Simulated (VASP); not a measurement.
TiO2, 6 atoms in the cell. The structure is tetragonal, space group I4_1/amd (No. 141). The conventional cell has a = 3.792 Å, b = 3.792 Å, c = 9.703 Å, α = 90.00°, β = 90.00°, γ = 90.00°. Ti (site symmetry -4m2) has 6 O at 1.94 to 2.00 Å within 2.6 Å. O (site symmetry 2mm) has 3 Ti at 1.94 to 2.00 Å and 2 O at 2.46 Å within 2.6 Å. 

| Property | Result |
| --- | --- |
| Program | VASP 6.6.1 |
| Task | single point |
| Functional | r2SCAN |
| Potentials or basis | VASP PAW PBE potentials, release 64 (Ti_sv, O) |
| Cutoff | 520 eV |
| k mesh | 8 × 8 × 8 |
| Occupations | gaussian, width 0.05 eV |
| Spin | no spin polarisation |
| Dipole correction | no |
| Further INCAR settings | ALGO = Normal; EDIFF = 1e-06; NBANDS = 33 |

Potentials or basis: VASP PAW PBE potentials, release 64 (Ti_sv, O).

Run with:

```bash
$ cat potpaw_PBE.64/Ti_sv/POTCAR potpaw_PBE.64/O/POTCAR > POTCAR
$ cp INCAR.step1 INCAR
$ mpirun -np 1 vasp_std > vasp.out
$ cp INCAR.step2 INCAR
$ mpirun -np 1 vasp_std > vasp.out
```

Hardware: 1 thread of AMD EPYC 9R45 96-Core Processor (Zen 5) (shared host).

How long does it take, and how much memory?

Run time: 11 min on 1 thread of AMD EPYC 9R45 96-Core Processor (Zen 5) (shared host), peak memory 0.32 GiB. Counts: k points 59.
